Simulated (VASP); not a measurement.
Input of a VASP 6.6.1 run:

File INCAR:

```
  PREC = Accurate
  ENCUT = 520
  EDIFF = 1E-6
  ISMEAR = 0
  SIGMA = 0.1
  LREAL = False
  LASPH = True
  NELM = 100
  ALGO = Normal
  ISIF = 2
  LWAVE = False
  LCHARG = True
  GGA = PE
  LELF = True
  LVHAR = True
  NBANDS = 31
```

Contents of KPOINTS:

```
Automatic mesh
0
Gamma
  6 6 4
```

POSCAR

```
Ba2Hf2O
1.0
    5.1575622214     -0.0000000027      0.0000000000
   -2.5787811084      4.4665799067      0.0000000000
    0.0000000000      0.0000000000      6.6166752399
Ba Hf O
2 2 1
Direct
    0.3333333333      0.6666666667      0.7596142655
    0.6666666667      0.3333333333      0.7596142655
    0.3333333333      0.6666666667      0.2595195931
    0.6666666667      0.3333333333      0.2595195931
    0.0000000000      0.0000000000     -0.2404217572
```

Potentials or basis: VASP PAW PBE potentials, release 64 (Ba_sv, Hf_pv, O).

Command:

```sh
$ cat potpaw_PBE.64/Ba_sv/POTCAR potpaw_PBE.64/Hf_pv/POTCAR potpaw_PBE.64/O/POTCAR > POTCAR
$ mpirun -np 1 vasp_std > vasp.out
```

Problem. Predict the pressure.

Solution. 1.3 GPa.

Problem. Predict the band gap on the k mesh.

Solution. Zero (band 23 reaches 3.19 eV, above the bottom of band 24 at 2.11 eV).

Stress tensor (GPa, compression positive):
```
1.46 0.00 0.00
0.00 1.46 0.00
0.00 0.00 0.95
```

Caveat: spin-orbit coupling is left out, which moves the levels of the heavy elements.
